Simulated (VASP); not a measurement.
Runs of VASP 6.6.1 on NbP2. The structure is that of space group Fm-3m (No. 225), or close to it. The cells are those of the table. 

| task | cell | k mesh | cutoff (eV) | gap on the mesh (eV) | pressure (GPa) |
| --- | --- | --- | --- | --- | --- |
| single point | a = 4.265 Å, angles 60.0°, 3 atoms | 6 × 6 × 6 | 520 | none | (a) |
| single point | a = 4.084 Å, angles 60.0°, 3 atoms | 6 × 6 × 6 | 520 | none | 20.0 |
| relaxation of cell and atoms | relaxed from a = 4.084 Å, angles 60.0°, 3 atoms | 6 × 6 × 6 | 600 | none | -0.1 |
| single point | a = 4.265 Å, angles 60.0°, 3 atoms | 14 × 14 × 14 | 520 | none | -0.2 |

Alike in all rows: level r2SCAN; potentials or basis VASP PAW PBE potentials, release 64 (Nb_sv, P); no spin polarisation; smearing gaussian 0.1 eV.

Question: Estimate the missing entries.

Answer: (a) -0.6.

Caveats: the PAW data sets were made with another functional, which shifts forces and pressure a little; the cell stands under pressure (at least some runs).

A k mesh can miss the band edges, and the runs leave out spin-orbit coupling on Nb.

A gap of «none» marks levels without a gap at the run's occupations.
